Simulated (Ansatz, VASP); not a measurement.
## Si3N4 in VASP and in Ansatz

Contents of INCAR:

```
PREC = Accurate
ENCUT = 600
EDIFF = 1E-7
ISMEAR = 0
SIGMA = 0.02
LREAL = False
LASPH = True
NELM = 80
ALGO = Normal
ISIF = 3
LWAVE = False
LCHARG = False
GGA = PS
IBRION = 2
NSW = 70
EDIFFG = -0.005
```

KPOINTS

```
Automatic mesh
0
Gamma
  6 6 6
```

The input POSCAR:

```
Si3N4
1.0
    0.0000000000      3.8946186227      3.8946186227
    3.8946186227      0.0000000000      3.8946186227
    3.8946186227      3.8946186227      0.0000000000
Si N
6 8
Direct
    0.1250000000      0.1250000000      0.6250000000
    0.1250000000      0.6250000000      0.1250000000
    0.6250000000      0.1250000000      0.1250000000
    0.1250000000      0.1250000000      0.1250000000
    0.7500000000      0.7500000000      0.7500000000
    0.5000000000      0.5000000000      0.5000000000
    0.3675422916      0.3675422916      0.3675422916
    0.3526268749      0.8824577084      0.8824577084
    0.8824577084      0.8824577084      0.3526268749
    0.8824577084      0.3526268749      0.8824577084
    0.3675422916      0.3675422916      0.8973731251
    0.3675422916      0.8973731251      0.3675422916
    0.8824577084      0.8824577084      0.8824577084
    0.8973731251      0.3675422916      0.3675422916
```

Input for Ansatz:

```yaml
crystal:
  lattice:
    - [0.0, 3.8946186227, 3.8946186227]
    - [3.8946186227, 0.0, 3.8946186227]
    - [3.8946186227, 3.8946186227, 0.0]
  atoms:
    - { symbol: Si, position: [0.125, 0.125, 0.625] }
    - { symbol: Si, position: [0.125, 0.625, 0.125] }
    - { symbol: Si, position: [0.625, 0.125, 0.125] }
    - { symbol: Si, position: [0.125, 0.125, 0.125] }
    - { symbol: Si, position: [0.75, 0.75, 0.75] }
    - { symbol: Si, position: [0.5, 0.5, 0.5] }
    - { symbol: "N", position: [0.3675422916, 0.3675422916, 0.3675422916] }
    - { symbol: "N", position: [0.3526268749, 0.8824577084, 0.8824577084] }
    - { symbol: "N", position: [0.8824577084, 0.8824577084, 0.3526268749] }
    - { symbol: "N", position: [0.8824577084, 0.3526268749, 0.8824577084] }
    - { symbol: "N", position: [0.3675422916, 0.3675422916, 0.8973731251] }
    - { symbol: "N", position: [0.3675422916, 0.8973731251, 0.3675422916] }
    - { symbol: "N", position: [0.8824577084, 0.8824577084, 0.8824577084] }
    - { symbol: "N", position: [0.8973731251, 0.3675422916, 0.3675422916] }
basis:
  ecutwfc: 420
kpoints:
  mp_grid: { grid: [6, 6, 6] }
hamiltonian:
  xc: pbesol
scf:
  occupations: { method: gaussian, width: 0.02 }
output:
  forces: true
  stress: true
  eigenvalues: true
relax:
  adjacent_minimum: "off"
  f_tol: 0.005
  max_steps: 50
  cell: { stress_tol: 0.05 }
```

Alike in both runs: task relaxation of cell and atoms; functional PBEsol; k mesh 6 × 6 × 6; occupations gaussian, width 0.02 eV; no spin polarisation.

|  | VASP | Ansatz |
| --- | --- | --- |
| version | VASP 6.6.1 | Ansatz 0.2.0 |
| potentials or method | VASP PAW PBE potentials, release 64 (Si, N), cutoff 600 eV | scalar-relativistic, plane waves, PAW |
| valence electrons in the cell | 64 | 64 |

VASP gave:

```
gap on the k mesh at the Fermi level, each at its own relaxed structure (eV) : 3.28
relaxed volume (Å³/atom)                                                     : 8.29
relaxed cell length with the largest relative difference (Å)                 : 5.476
```

What did Ansatz give for the same quantities?

gap on the k mesh at the Fermi level, each at its own relaxed structure (eV): 3.29; relaxed volume (Å³/atom): 8.29; relaxed cell length with the largest relative difference (Å): 5.476.

VASP's potentials were made for PBE, not for PBEsol.
